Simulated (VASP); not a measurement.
# BaMgSbF (P4/nmm) in VASP: single point with PBEsol

Aim: the single point of BaMgSbF with PBEsol.

Everything below comes from runs of VASP 6.6.1. Logs are shortened: lines on timing, memory, paths and dates and some standing lists are left out, and cuts for length are marked.

## 1. The cell of the first run

The structure is tetragonal, space group P4/nmm (No. 129). The conventional cell has a = 4.562 Å, b = 4.562 Å, c = 9.689 Å, α = 90.00°, β = 90.00°, γ = 90.00°. Ba (site symmetry 4mm) has 4 F at 2.65 Å within 3.5 Å. Within 3.9 Å of Sb (site symmetry 4mm) lie 4 Mg at 2.87 Å and 4 Ba at 3.67 Å and 4 F at 3.85 Å. Mg (site symmetry -4m2) has 4 Sb at 2.87 Å and 4 Mg at 3.23 Å within 3.8 Å. F (site symmetry -4m2) has 4 Ba at 2.65 Å and 4 F at 3.23 Å within 3.5 Å.

## 2. Single point, PBEsol

Input file INCAR:

```
SYSTEM = BaMgSbF
PREC = Accurate ; ENCUT = 520
EDIFF = 1E-7 ; ISMEAR = 0
SIGMA = 0.02 ; LREAL = .False.
LASPH = .True. ; NELM = 80
ALGO = Normal ; ISIF = 2
LWAVE = .False. ; LCHARG = .False.
GGA = PS ; NBANDS = 34
```

Input file KPOINTS:

```
regular mesh
0
Gamma
  6 6 4
  0 0 0
```

Input file POSCAR:

```
BaMgSbF
1.0
    4.5615182172      0.0000000000      0.0000000000
    0.0000000000      4.5615182172      0.0000000000
    0.0000000000      0.0000000000      9.6885989850
Ba Sb Mg F
2 2 2 2
Direct
    0.5000000000      0.0000000000      0.1390022029
    0.0000000000      0.5000000000      0.8609977971
    0.5000000000      0.0000000000      0.6800708596
    0.0000000000      0.5000000000      0.3199291404
    0.5000000000      0.5000000000      0.5000000000
    0.0000000000      0.0000000000      0.5000000000
    0.5000000000      0.5000000000      0.0000000000
    0.0000000000      0.0000000000      0.0000000000
```

Potentials or basis: VASP PAW PBE potentials, release 64 (Ba_sv, Sb, Mg, F).

Started as:

```
$ cat potpaw_PBE.64/Ba_sv/POTCAR potpaw_PBE.64/Sb/POTCAR potpaw_PBE.64/Mg/POTCAR potpaw_PBE.64/F/POTCAR > POTCAR
$ mpirun -np 1 vasp_std > vasp.out
```

OUTCAR:

```text
SYSTEM = BaMgSbF
   PREC = Accurate
   ENCUT = 520
   EDIFF = 1E-7
   ISMEAR = 0
   LREAL = .False.
   LASPH = .True.
   NELM = 80
   ISIF = 2
   GGA = PS

 ion  position               nearest neighbor table
   1  0.500  0.000  0.139-   7 2.65   8 2.65   7 2.65   8 2.65   4 3.67   4 3.67   4 3.67   4 3.67
                             5 4.18   6 4.18   5 4.18   6 4.18   2 4.20   2 4.20   2 4.20   2 4.20
   2  0.000  0.500  0.861-   7 2.65   8 2.65   8 2.65   7 2.65   3 3.67   3 3.67   3 3.67   3 3.67
                             5 4.18   5 4.18   6 4.18   6 4.18   1 4.20   1 4.20   1 4.20   1 4.20
   3  0.500  0.000  0.680-   5 2.87   6 2.87   5 2.87   6 2.87   2 3.67   2 3.67   2 3.67   2 3.67

   4  0.000  0.500  0.320-   5 2.87   6 2.87   6 2.87   5 2.87   1 3.67   1 3.67   1 3.67   1 3.67

   5  0.500  0.500  0.500-   3 2.87   4 2.87   3 2.87   4 2.87   6 3.23   6 3.23   6 3.23   6 3.23
                             2 4.18   1 4.18   2 4.18   1 4.18
   6  0.000  0.000  0.500-   3 2.87   4 2.87   4 2.87   3 2.87   5 3.23   5 3.23   5 3.23   5 3.23
                             1 4.18   2 4.18   2 4.18   1 4.18
   7  0.500  0.500  0.000-   1 2.65   2 2.65   1 2.65   2 2.65
   8  0.000  0.000  0.000-   1 2.65   2 2.65   2 2.65   1 2.65

  LATTYP: Found a simple tetragonal cell.
 ALAT       =     4.5615182172
 C/A-ratio  =     2.1239855951

  Lattice vectors:

 A1 = (   4.5615182172,   0.0000000000,   0.0000000000)
 A2 = (   0.0000000000,   4.5615182172,   0.0000000000)
 A3 = (   0.0000000000,   0.0000000000,   9.6885989850)

Analysis of symmetry for initial positions (statically):
=====================================================================
 Subroutine PRICEL returns:
 Original cell was already a primitive cell.

 Routine SETGRP: Setting up the symmetry group for a
 simple tetragonal supercell.

 Subroutine GETGRP returns: Found 16 space group operations
 (whereof  8 operations were pure point group operations)
 out of a pool of 16 trial point group operations.

The static configuration has the point symmetry D_2d.
 The point group associated with its full space group is D_4h.

Analysis of symmetry for dynamics (positions and initial velocities):
=====================================================================
 Subroutine PRICEL returns:
 Original cell was already a primitive cell.

 Routine SETGRP: Setting up the symmetry group for a
 simple tetragonal supercell.

 Subroutine GETGRP returns: Found 16 space group operations
 (whereof  8 operations were pure point group operations)
 out of a pool of 16 trial point group operations.

The dynamic configuration has the point symmetry D_2d.
 The point group associated with its full space group is D_4h.

 Subroutine INISYM returns: Found 16 space group operations
 (whereof  8 operations are pure point group operations),
 and found     1 'primitive' translations

----------------------------------------------------------------------------------------

                                     Primitive cell

  volume of cell :     201.5950

  direct lattice vectors                    reciprocal lattice vectors
     4.561518217  0.000000000  0.000000000     0.219225256  0.000000000  0.000000000
     0.000000000  4.561518217  0.000000000     0.000000000  0.219225256  0.000000000
     0.000000000  0.000000000  9.688598985     0.000000000  0.000000000  0.103214097

  length of vectors
     4.561518217  4.561518217  9.688598985     0.219225256  0.219225256  0.103214097

  position of ions in fractional coordinates (direct lattice)
     0.500000000  0.000000000  0.139002203
     0.000000000  0.500000000  0.860997797
     0.500000000  0.000000000  0.680070860
     0.000000000  0.500000000  0.319929140
     0.500000000  0.500000000  0.500000000
     0.000000000  0.000000000  0.500000000
     0.500000000  0.500000000  0.000000000
     0.000000000  0.000000000  0.000000000

  ion indices of the primitive-cell ions
   primitive index   ion index
                 1           1
                 2           2
                 3           3
                 4           4
                 5           5
                 6           6
                 7           7
                 8           8

----------------------------------------------------------------------------------------

 KPOINTS: regular mesh

Automatic generation of k-mesh.
 Grid dimensions read from file:
 generate k-points for:    6    6    4

 Generating k-lattice:

  Cartesian coordinates                     Fractional coordinates (reciprocal lattice)
     0.036537543  0.000000000  0.000000000     0.166666667  0.000000000  0.000000000
     0.000000000  0.036537543  0.000000000     0.000000000  0.166666667  0.000000000
     0.000000000  0.000000000  0.025803524     0.000000000  0.000000000  0.250000000

  Length of vectors
     0.036537543  0.036537543  0.025803524

  Shift w.r.t. Gamma in fractional coordinates (k-lattice)
     0.000000000  0.000000000  0.000000000

 Subroutine IBZKPT returns following result:
 ===========================================

 Found     30 irreducible k-points:

 Following reciprocal coordinates:
            Coordinates               Weight
  0.000000  0.000000  0.000000      1.000000
  0.166667  0.000000  0.000000      4.000000
  0.333333  0.000000  0.000000      4.000000
  0.500000  0.000000  0.000000      2.000000
  0.166667  0.166667  0.000000      4.000000
  0.333333  0.166667  0.000000      8.000000
[... 16 lines left out ...]
  0.333333  0.000000  0.500000      4.000000
  0.500000  0.000000  0.500000      2.000000
 [... further k-points ...]
   k-points           NKPTS =     30   k-points in BZ     NKDIM =     30   number of bands    NBANDS=     34
   number of dos      NEDOS =    301   number of ions     NIONS =      8
   total plane-waves  NPLWV =  93312
   dimension x,y,z NGX =    36 NGY =   36 NGZ =   72
   dimension x,y,z NGXF=    72 NGYF=   72 NGZF=  144
   ions per type =               2   2   2   2
   NGX,Y,Z   is equivalent  to a cutoff of  13.12, 13.12, 12.35 a.u.
   NGXF,Y,Z  is equivalent  to a cutoff of  26.24, 26.24, 24.71 a.u.
 SYSTEM =  BaMgSbF
   PREC   = accura    normal or accurate (medium, high low for compatibility)
   ISTART =      0    job   : 0-new  1-cont  2-samecut
   ICHARG =      2    charge: 1-file 2-atom 10-const
   ISPIN  =      1    spin polarized calculation?
   LNONCOLLINEAR =      F non collinear calculations
   LSORBIT =      F    spin-orbit coupling
   LASPH  =      T    aspherical Exc in radial PAW
   ENCUT  =  520.0 eV  38.22 Ry    6.18 a.u.   8.48  8.48 18.01*2*pi/ulx,y,z
   NELM   =     80;   NELMIN=  2; NELMDL= -5     # of ELM steps
   EDIFF  = 0.1E-06   stopping-criterion for ELM
   LREAL  =      F    real-space projection
   EDIFFG = 0.1E-05   stopping-criterion for IOM
   NSW    =      0    number of steps for IOM
   IBRION =     -1    ionic relax: 0-MD 1-quasi-New 2-CG
   NFREE  =      0    steps in history (QN), initial steepest desc. (CG)
   ISIF   =      2    stress and relaxation
   ISYM   =      2    0-nonsym 1-usesym 2-fastsym
   POTIM  = 0.5000    time-step for ionic-motion
   TEBEG  =    0.0;   TEEND  =   0.0 temperature during run
   PSTRESS=    0.0 pullay stress
   NELECT =      48.0000    total number of electrons
   NUPDOWN=      -1.0000    fix difference up-down
   EMIN   =  10.00;   EMAX   =-10.00  energy-range for DOS
   EFERMI =   0.00;   METHOD = LEGACY
   ISMEAR =     0;   SIGMA  =   0.02  broadening in eV -4-tet -1-fermi 0-gaus
   EFERMI_NEDOS =   21; number of points for ismear=-14 and -15
   IALGO  =     38    algorithm
   IMIX   =      4    mixing-type and parameters
     AMIX     =   0.40;   BMIX     =  1.00
     AMIX_MAG =   1.60;   BMIX_MAG =  1.00
  volume/ion in A,a.u.               =      25.20       170.05
  Fermi-wavevector in a.u.,A,eV,Ry     =   1.014679  1.917465 14.008195  1.029573
  Thomas-Fermi vector in A             =   2.147921
   LORBIT       =      0    0 simple, 1 ext, 2 COOP (PROOUT), +10 PAW based schemes
   GGA     = PS    functional components
   LHFCALC =     F    Hartree Fock is set to
   AEXX    =    0.0000 exact exchange contribution
   IVDW    =     0    specifies the selected vdW correction
   LEPSILON=     F    determine dielectric tensor
   LRPA    =     F    only Hartree local field effects (RPA)
 non-spin polarized calculation
 Gauss-broadening in eV      SIGMA  =   0.02
  energy-cutoff  :      520.00
  volume of cell :      201.60
 maximum number of plane-waves:      5457
 NGX is ok and might be reduce to    36
   NGX = 17   NGY = 17   NGZ = 37

 number of electron      48.0000005 magnetization

 Free energy of the ion-electron system (eV)
  ---------------------------------------------------
  ext. energy  EPLUGINS =         0.00000000
  ---------------------------------------------------
  free energy    TOTEN  =       -36.40512920 eV

  energy without entropy =      -36.40512920  energy(sigma->0) =      -36.40512920

 E-fermi :   3.5668     XC(G=0):  -9.1858

 val. band max:        3.4727820662   @ k =   0.0000   0.0000   0.0000
 cond. band min:       4.6002173565   @ k =   0.0000   0.0000   0.0000
 fundamental gap:      1.1274352903
 Fermi energy:         3.5668359681

 k-point     1 :       0.0000    0.0000    0.0000
  band No.  band energies     occupation
      1     -24.0811      2.00000
      2     -23.8855      2.00000
      3     -19.9988      2.00000
      4     -19.9622      2.00000
      5      -9.3385      2.00000
      6      -9.3385      2.00000
[... 26 lines left out ...]
     33       8.2839      0.00000
     34       8.6524      0.00000

 k-point     2 :       0.1667    0.0000    0.0000
  band No.  band energies     occupation
      1     -24.0580      2.00000
      2     -23.8875      2.00000
      3     -20.0175      2.00000
      4     -19.9842      2.00000
      5      -9.3885      2.00000
      6      -9.3094      2.00000
[... 26 lines left out ...]
     33       8.1127      0.00000
     34       8.4584      0.00000
[... 775 lines left out ...]
     33       8.0782      0.00000
     34       8.5204      0.00000

 k-point    24 :       0.5000    0.0000    0.5000
  band No.  band energies     occupation
      1     -23.9406      2.00000
      2     -23.9406      2.00000
      3     -20.0620      2.00000
      4     -20.0620      2.00000
      5      -9.2610      2.00000
      6      -9.2610      2.00000
[... 26 lines left out ...]
     33       7.9390      0.00000
     34       7.9390      0.00000

 [... further k-points ...]

------------------------ aborting loop because EDIFF is reached ----------------------------------------

  FORCE on cell =-STRESS in cart. coord.  units (eV):
  Direction    XX          YY          ZZ          XY          YZ          ZX
  --------------------------------------------------------------------------------------
  -------------------------------------------------------------------------------------
  Total        0.8214803      0.8214803      0.6453511      0.0000000      0.0000000     -0.0000000
  in kB        6.5287186      6.5287186      5.1289304      0.0000000      0.0000000     -0.0000000
  external PRESSURE =       6.0621226 kB  Pullay stress =       0.0000000 kB

 VOLUME and BASIS-vectors are now :
 -----------------------------------------------------------------------------
  energy-cutoff  :      520.00
  volume of cell :      201.60
      direct lattice vectors                 reciprocal lattice vectors
     4.561518217  0.000000000  0.000000000     0.219225256  0.000000000  0.000000000
     0.000000000  4.561518217  0.000000000     0.000000000  0.219225256  0.000000000
     0.000000000  0.000000000  9.688598985     0.000000000  0.000000000  0.103214097

 POSITION                                       TOTAL-FORCE (eV/Angst)
 -----------------------------------------------------------------------------------
      2.28076      0.00000      1.34674        -0.000000      0.000000      0.121056
      0.00000      2.28076      8.34186        -0.000000      0.000000     -0.121056
      2.28076      0.00000      6.58893        -0.000000      0.000000     -0.002511
      0.00000      2.28076      3.09967        -0.000000     -0.000000      0.002511
      2.28076      2.28076      4.84430        -0.000000     -0.000000      0.000000
      0.00000      0.00000      4.84430        -0.000000      0.000000      0.000000
      2.28076      2.28076      0.00000         0.000000      0.000000      0.000000
      0.00000      0.00000      0.00000        -0.000000     -0.000000      0.000000
 -----------------------------------------------------------------------------------
    total drift:                                0.000000      0.000000      0.000000

  FREE ENERGIE OF THE ION-ELECTRON SYSTEM (eV)
  ---------------------------------------------------
  free  energy   TOTEN  =       -36.4051291984 eV

  energy  without entropy=      -36.4051291984  energy(sigma->0) =      -36.40512920
```

It took 1.9 min on 1 thread of AMD EPYC 9R45 (Zen 5), shared host; peak memory 0.4 GiB.

Results:

- Free energy: -36.4051 eV
- Pressure: 0.6 GPa
- Largest force: 0.121 eV/Å
- Band gap on the k mesh: 1.13 eV

Forces in eV/Å, atoms in the order of the input:
```
Ba   0.000  0.000  0.121
Ba   0.000  0.000 -0.121
Sb   0.000  0.000 -0.003
Sb   0.000  0.000  0.003
Mg   0.000  0.000  0.000
Mg   0.000  0.000  0.000
F    0.000  0.000  0.000
F    0.000  0.000  0.000
```

Stress tensor (GPa, compression positive):
```
0.65 0.00 0.00
0.00 0.65 0.00
0.00 0.00 0.51
```

Caveat: the PAW data sets were made with another functional, which shifts forces and pressure a little; spin-orbit coupling is left out, which moves the levels of the heavy elements. A k mesh can miss the band edges.
